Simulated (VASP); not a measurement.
Write the native input for VASP 6.6.1 that does the following.

- Task: single point
- Functional: PBE
- Potentials or basis: VASP PAW PBE potentials, release 64 (Ga_d, O)
- Cutoff: 520 eV
- k mesh: 8 × 8 × 4
- Occupations: fermi-dirac, width 0.02 eV
- Spin: no spin polarisation
- Dipole correction: no
- Further INCAR settings: ALGO = Normal; EDIFF = 1e-07; NBANDS = 55

The structure of Ga2O3 lies in POSCAR:

```
Ga2O3
1.0
    6.1274132876     -1.5195579568     -0.0025872400
    6.1274132876      1.5195579568     -0.0025872400
   -1.3836386898      0.0000000000      5.5846727333
Ga O
4 6
Direct
    0.3408863253      0.3408863253      0.6865141809
    0.6591136747      0.6591136747      0.3134858191
    0.9104039451      0.9104039451      0.2070679356
    0.0895960549      0.0895960549      0.7929320644
    0.5030159387      0.5030159387      0.7435086745
    0.4969840613      0.4969840613      0.2564913255
    0.8267246168      0.8267246168      0.4370312074
    0.1732753832      0.1732753832      0.5629687926
    0.1648063484      0.1648063484      0.1081794878
    0.8351936516      0.8351936516      0.8918205122
```

This cell differs from its parent crystal: uniaxial z strain -1.0%.

These files were run (other wordings do the same):

INCAR

```
ALGO = Normal
EDIFF = 1E-7
ENCUT = 520
GGA = PE
ISIF = 2
ISMEAR = -1
LASPH = True
LCHARG = True
LELF = True
LREAL = False
LVHAR = True
LWAVE = False
NBANDS = 55
NELM = 60
PREC = Accurate
SIGMA = 0.02
```

KPOINTS

```
k-points
0
Gamma
  8 8 4
```

Potentials or basis: VASP PAW PBE potentials, release 64 (Ga_d, O).

Launch:

```bash
$ cat potpaw_PBE.64/Ga_d/POTCAR potpaw_PBE.64/O/POTCAR > POTCAR
$ mpirun -np 1 vasp_std > vasp.out
```

It gave:

- Pressure: 10.9 GPa
- Largest force: 0.236 eV/Å
- Band gap on the k mesh: 2.44 eV

Caveat: the cell differs from its parent crystal (uniaxial z strain -1.0%); the cell stands under pressure.

It took 8.5 min on 1 thread of Intel(R) Xeon(R) 6975P-C (Granite Rapids), with other jobs on the host, peak memory 0.52 GiB.
